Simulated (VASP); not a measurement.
# AlC18 in VASP: single point with PBE

Aim: the single point of AlC18 with PBE.

Everything below comes from runs of VASP 6.6.1. Logs are shortened: lines on timing, memory, paths and dates and some standing lists are left out, and cuts for length are marked.

**1. The cell of the first run**

The cell holds a slab with vacuum, 19 atoms: a = 7.398 Å, b = 7.398 Å, c = 11.000 Å, α = 90.00°, β = 90.00°, γ = 120.00°.

**2. Single point, PBE, collinear spin, zero start**

Input file INCAR:

```
SYSTEM = AlC18
PREC = Accurate
ENCUT = 520
EDIFF = 1E-7
ISMEAR = 0
SIGMA = 0.05
LREAL = Auto
LASPH = .TRUE.
NELM = 150
ALGO = Normal
ISIF = 2
LWAVE = .FALSE.
LCHARG = .TRUE.
ISPIN = 2
MAGMOM = 0 0 0 0 0 0 0 0 0 0 0 0 0 0 0 0 0 0 0
LORBIT = 11
GGA = PE
LELF = .TRUE.
LVHAR = .TRUE.
NBANDS = 56
```

Input file KPOINTS:

```
regular mesh
0
G
  2 2 1
  0 0 0
```

Input file POSCAR:

```
AlC18
1.0
    7.3980000000      0.0000000000      0.0000000000
   -3.6990000000      6.4068560000      0.0000000000
    0.0000000000      0.0000000000     11.0000000000
C Al
18 1
Direct
    0.0002620299      0.0008000804      0.0885400000
    0.2223351940      0.1112689282      0.0885403636
   -0.0004234174      0.3336216703      0.0888688182
    0.2214026325      0.4441618479      0.0882756364
    0.0000641610      0.6656160213      0.0869925455
    0.2216583209      0.7775394047      0.0881030909
    0.3326448760     -0.0002163308      0.0882929091
    0.5544713317      0.1110694543      0.0888775455
    0.3323850434      0.3329022847      0.0880861818
    0.5539814816      0.4425663695      0.0869569091
    0.3317007100      0.6659523798      0.0885178182
    0.5537867680      0.7775611002      0.0884999091
    0.6656797233      0.0004975920      0.0893651818
    0.8883849790      0.1118456541      0.0893685455
    0.6659125933      0.3328484361      0.0876801818
    0.8881405559      0.4439664322      0.0876808182
    0.6649442915      0.6650867446      0.0857316364
    0.8891206278      0.7771855650      0.0858021818
    0.7758833078      0.8048128442      0.2812742727
```

Potentials or basis: VASP PAW PBE potentials, release 64 (C, Al).

Started as:

```
$ cat potpaw_PBE.64/C/POTCAR potpaw_PBE.64/Al/POTCAR > POTCAR
$ mpirun -np 1 vasp_std > vasp.out
```

OUTCAR:

```text
SYSTEM = AlC18
   PREC = Accurate
   ENCUT = 520
   EDIFF = 1E-7
   ISMEAR = 0
   LREAL = Auto
   LASPH = .TRUE.
   NELM = 150
   ISIF = 2
   ISPIN = 2
   LORBIT = 11
   GGA = PE

 ion  position               nearest neighbor table
   1  0.000  0.001  0.089-   2 1.42  14 1.43  18 1.43  19 2.64
   2  0.222  0.111  0.089-   9 1.42   7 1.42   1 1.42
   3  1.000  0.334  0.089-  14 1.42  16 1.42   4 1.42
   4  0.221  0.444  0.088-  11 1.42   3 1.42   9 1.42
   5  0.000  0.666  0.087-   6 1.42  16 1.42  18 1.43
   6  0.222  0.778  0.088-   5 1.42  11 1.42   7 1.42
   7  0.333  1.000  0.088-   2 1.42   8 1.42   6 1.42
   8  0.554  0.111  0.089-  13 1.42  15 1.42   7 1.42
   9  0.332  0.333  0.088-  10 1.42   2 1.42   4 1.42
  10  0.554  0.443  0.087-   9 1.42  15 1.42  17 1.43
  11  0.332  0.666  0.089-   6 1.42   4 1.42  12 1.42
  12  0.554  0.778  0.088-  11 1.42  13 1.43  17 1.43  19 2.63
  13  0.666  0.000  0.089-   8 1.42  14 1.43  12 1.43
  14  0.888  0.112  0.089-   3 1.42  13 1.43   1 1.43
  15  0.666  0.333  0.088-  10 1.42   8 1.42  16 1.42
  16  0.888  0.444  0.088-   5 1.42   3 1.42  15 1.42
  17  0.665  0.665  0.086-  10 1.43  12 1.43  18 1.44  19 2.35
  18  0.889  0.777  0.086-   5 1.43   1 1.43  17 1.44  19 2.35
  19  0.776  0.805  0.281-  17 2.35  18 2.35  12 2.63   1 2.64

  LATTYP: Found a hexagonal cell.
 ALAT       =     7.3980000000
 C/A-ratio  =     1.4868883482

  Lattice vectors:

 A1 = (   7.3980000000,   0.0000000000,   0.0000000000)
 A2 = (  -3.6990000000,   6.4068560000,   0.0000000000)
 A3 = (   0.0000000000,   0.0000000000,  11.0000000000)

Analysis of symmetry for initial positions (statically):
=====================================================================
 Subroutine PRICEL returns:
 Original cell was already a primitive cell.

 Routine SETGRP: Setting up the symmetry group for a
 hexagonal supercell.

 Subroutine GETGRP returns: Found  1 space group operations
 (whereof  1 operations were pure point group operations)
 out of a pool of 24 trial point group operations.

The static configuration has the point symmetry C_1 .

Analysis of symmetry for dynamics (positions and initial velocities):
=====================================================================
 Subroutine PRICEL returns:
 Original cell was already a primitive cell.

 Routine SETGRP: Setting up the symmetry group for a
 hexagonal supercell.

 Subroutine GETGRP returns: Found  1 space group operations
 (whereof  1 operations were pure point group operations)
 out of a pool of 24 trial point group operations.

The dynamic configuration has the point symmetry C_1 .

Analysis of structural, dynamic, and magnetic symmetry:
=====================================================================
 Subroutine PRICEL returns:
 Original cell was already a primitive cell.

 Routine SETGRP: Setting up the symmetry group for a
 hexagonal supercell.

 Subroutine GETGRP returns: Found  1 space group operations
 (whereof  1 operations were pure point group operations)
 out of a pool of 24 trial point group operations.

The overall configuration has the point symmetry C_1 .

 Subroutine INISYM returns: Found  1 space group operations
 (whereof  1 operations are pure point group operations),
 and found     1 'primitive' translations

----------------------------------------------------------------------------------------

                                     Primitive cell

  volume of cell :     521.3771

  direct lattice vectors                    reciprocal lattice vectors
     7.398000000  0.000000000  0.000000000     0.135171668  0.078041398  0.000000000
    -3.699000000  6.406856000  0.000000000     0.000000000  0.156082796  0.000000000
     0.000000000  0.000000000 11.000000000     0.000000000  0.000000000  0.090909091

  length of vectors
     7.398000000  7.398000054 11.000000000     0.156082797  0.156082796  0.090909091

  position of ions in fractional coordinates (direct lattice)
     0.000262030  0.000800080  0.088540000
     0.222335194  0.111268928  0.088540364
     0.999576583  0.333621670  0.088868818
[... 74 lines left out ...]
   dimension x,y,z NGX =    56 NGY =   56 NGZ =   84
   dimension x,y,z NGXF=   112 NGYF=  112 NGZF=  168
   ions per type =              18   1
   NGX,Y,Z   is equivalent  to a cutoff of  12.58, 12.58, 12.70 a.u.
   NGXF,Y,Z  is equivalent  to a cutoff of  25.17, 25.17, 25.39 a.u.
 SYSTEM =  AlC18
   PREC   = accura    normal or accurate (medium, high low for compatibility)
   ISTART =      0    job   : 0-new  1-cont  2-samecut
   ICHARG =      2    charge: 1-file 2-atom 10-const
   ISPIN  =      2    spin polarized calculation?
   LNONCOLLINEAR =      F non collinear calculations
   LSORBIT =      F    spin-orbit coupling
   LASPH  =      T    aspherical Exc in radial PAW
   ENCUT  =  520.0 eV  38.22 Ry    6.18 a.u.  13.76 13.76 20.45*2*pi/ulx,y,z
   NELM   =    150;   NELMIN=  2; NELMDL= -5     # of ELM steps
   EDIFF  = 0.1E-06   stopping-criterion for ELM
   LREAL  =      T    real-space projection
   EDIFFG = 0.1E-05   stopping-criterion for IOM
   NSW    =      0    number of steps for IOM
   IBRION =     -1    ionic relax: 0-MD 1-quasi-New 2-CG
   NFREE  =      0    steps in history (QN), initial steepest desc. (CG)
   ISIF   =      2    stress and relaxation
   ISYM   =      2    0-nonsym 1-usesym 2-fastsym
   POTIM  = 0.5000    time-step for ionic-motion
   TEBEG  =    0.0;   TEEND  =   0.0 temperature during run
   PSTRESS=    0.0 pullay stress
   NELECT =      75.0000    total number of electrons
   NUPDOWN=      -1.0000    fix difference up-down
   EMIN   =  10.00;   EMAX   =-10.00  energy-range for DOS
   EFERMI =   0.00;   METHOD = LEGACY
   ISMEAR =     0;   SIGMA  =   0.05  broadening in eV -4-tet -1-fermi 0-gaus
   EFERMI_NEDOS =   21; number of points for ismear=-14 and -15
   IALGO  =     38    algorithm
   IMIX   =      4    mixing-type and parameters
     AMIX     =   0.40;   BMIX     =  1.00
     AMIX_MAG =   1.60;   BMIX_MAG =  1.00
  volume/ion in A,a.u.               =      27.44       185.18
  Fermi-wavevector in a.u.,A,eV,Ry     =   0.857784  1.620977 10.011076  0.735793
  Thomas-Fermi vector in A             =   1.974890
   LORBIT       =     11    0 simple, 1 ext, 2 COOP (PROOUT), +10 PAW based schemes
   GGA     = PE    functional components
   LHFCALC =     F    Hartree Fock is set to
   AEXX    =    0.0000 exact exchange contribution
   IVDW    =     0    specifies the selected vdW correction
   LEPSILON=     F    determine dielectric tensor
   LRPA    =     F    only Hartree local field effects (RPA)
 spin polarized calculation
 Gauss-broadening in eV      SIGMA  =   0.05
  energy-cutoff  :      520.00
  volume of cell :      521.38
 maximum number of plane-waves:     14099
 NGX is ok and might be reduce to    56
   NGX = 27   NGY = 27   NGZ = 41

 number of electron      74.9999999 magnetization      -0.0000000

 number of electron      74.9999999 magnetization       0.0000000

 Free energy of the ion-electron system (eV)
  ---------------------------------------------------
  ext. energy  EPLUGINS =         0.00000000
  ---------------------------------------------------
  free energy    TOTEN  =      -167.49720283 eV

  energy without entropy =     -167.49720283  energy(sigma->0) =     -167.49720283

 E-fermi :  -0.7558     XC(G=0):  -4.4907

 val. band max:       -0.9798601583   @ k =   0.0000   0.0000   0.0000
 cond. band min:       0.2420380965   @ k =   0.0000   0.5000   0.0000
 fundamental gap:      1.2218982548
 Fermi energy:        -0.7557980645

 spin component 1

 k-point     1 :       0.0000    0.0000    0.0000
  band No.  band energies     occupation
      1     -20.5064      1.00000
      2     -18.1528      1.00000
      3     -17.9531      1.00000
      4     -17.9286      1.00000
      5     -17.7809      1.00000
      6     -17.7640      1.00000
[... 197 lines left out ...]
     48       4.0902      0.00000
     49       4.3539      0.00000
 Fermi energy:        -0.7557980645

 spin component 2

 k-point     1 :       0.0000    0.0000    0.0000
  band No.  band energies     occupation
      1     -20.5064      1.00000
      2     -18.1528      1.00000
      3     -17.9531      1.00000
      4     -17.9286      1.00000
      5     -17.7809      1.00000
      6     -17.7640      1.00000
[... 197 lines left out ...]
     48       4.0902      0.00000
     49       4.3539      0.00000
 [bands above 49 left out]

------------------------ aborting loop because EDIFF is reached ----------------------------------------

  FORCE on cell =-STRESS in cart. coord.  units (eV):
  Direction    XX          YY          ZZ          XY          YZ          ZX
  --------------------------------------------------------------------------------------
  -------------------------------------------------------------------------------------
  Total        4.8957365      5.0006175     -0.1226311     -0.0795463      0.4158091     -0.2294624
  in kB       15.0444613     15.3667576     -0.3768421     -0.2444436      1.2777696     -0.7051317
  external PRESSURE =      10.0114589 kB  Pullay stress =       0.0000000 kB

 VOLUME and BASIS-vectors are now :
 -----------------------------------------------------------------------------
  energy-cutoff  :      520.00
  volume of cell :      521.38
      direct lattice vectors                 reciprocal lattice vectors
     7.398000000  0.000000000  0.000000000     0.135171668  0.078041398  0.000000000
    -3.699000000  6.406856000  0.000000000     0.000000000  0.156082796  0.000000000
     0.000000000  0.000000000 11.000000000     0.000000000  0.000000000  0.090909091

 POSITION                                       TOTAL-FORCE (eV/Angst)
 -----------------------------------------------------------------------------------
     -0.00102      0.00513      0.97394         0.003555     -0.017387      0.006377
      1.23325      0.71288      0.97394         0.009520     -0.008575      0.003369
      6.16080      2.13747      0.97756         0.014658     -0.008432     -0.005288
     -0.00502      2.84568      0.97103         0.008887      0.001527     -0.008332
     -2.46164      4.26451      0.95692         0.011014     -0.008284     -0.005365
     -1.23629      4.98158      0.96913         0.013289     -0.011788      0.009802
[... 11 lines left out ...]
      3.70290      4.97932      0.94382         0.008656     -0.012803     -0.003929
      2.76298      5.15632      3.09402        -0.107718      0.193738     -0.010343
 -----------------------------------------------------------------------------------
    total drift:                                0.004920     -0.004787      0.021760

  FREE ENERGIE OF THE ION-ELECTRON SYSTEM (eV)
  ---------------------------------------------------
  free  energy   TOTEN  =      -167.4972028256 eV

  energy  without entropy=     -167.4972028256  energy(sigma->0) =     -167.49720283

 total charge

# of ion       s       p       d       tot
------------------------------------------
    1        0.860   1.787   0.000   2.647
    2        0.861   1.799   0.000   2.660
    3        0.861   1.800   0.000   2.661
    4        0.862   1.791   0.000   2.653
    5        0.861   1.798   0.000   2.659
    6        0.861   1.797   0.000   2.659
[... 11 lines left out ...]
   18        0.860   1.793   0.000   2.653
   19        0.623   0.130   0.000   0.752
--------------------------------------------------
tot         16.119  32.427   0.000  48.546

 magnetization (x)

# of ion       s       p       d       tot
------------------------------------------
    1        0.000   0.000   0.000   0.000
    2       -0.000  -0.000   0.000  -0.000
    3       -0.000  -0.000   0.000  -0.000
    4       -0.000  -0.000   0.000  -0.000
    5       -0.000  -0.000   0.000  -0.000
    6       -0.000  -0.000   0.000  -0.000
[... 11 lines left out ...]
   18        0.000   0.000   0.000   0.000
   19        0.000   0.000   0.000   0.000
--------------------------------------------------
tot         -0.000  -0.000   0.000  -0.000
```

Run time: 7.6 min. Hardware: 1 thread of Intel Xeon Platinum 8488C (Sapphire Rapids), shared host; peak memory 0.79 GiB.

What came out:

```yaml
Free_energy: -167.4972 eV
Largest_force: 0.222 eV/Å
Net_moment: 0.00 μB per cell
Valence_electrons_inside_the_program's_atomic_spheres: C 2.65, 2.66 (each value once); Al 0.75
```

Forces in eV/Å, atoms in the order of the input:
```
C    0.004 -0.017  0.006
C    0.010 -0.009  0.003
C    0.015 -0.008 -0.005
C    0.009  0.002 -0.008
C    0.011 -0.008 -0.005
C    0.013 -0.012  0.010
C    0.000 -0.011 -0.011
C    0.005 -0.022 -0.003
C    0.003 -0.014  0.004
C   -0.001 -0.011 -0.004
C    0.008 -0.007  0.006
C    0.008 -0.012  0.006
C   -0.003 -0.013  0.014
C    0.003 -0.005  0.014
C    0.007 -0.007 -0.005
C    0.004 -0.007 -0.004
C    0.003 -0.019 -0.003
C    0.009 -0.013 -0.004
Al  -0.108  0.194 -0.010
```

Caveat: the k points lie up to 0.49 Å⁻¹ apart.
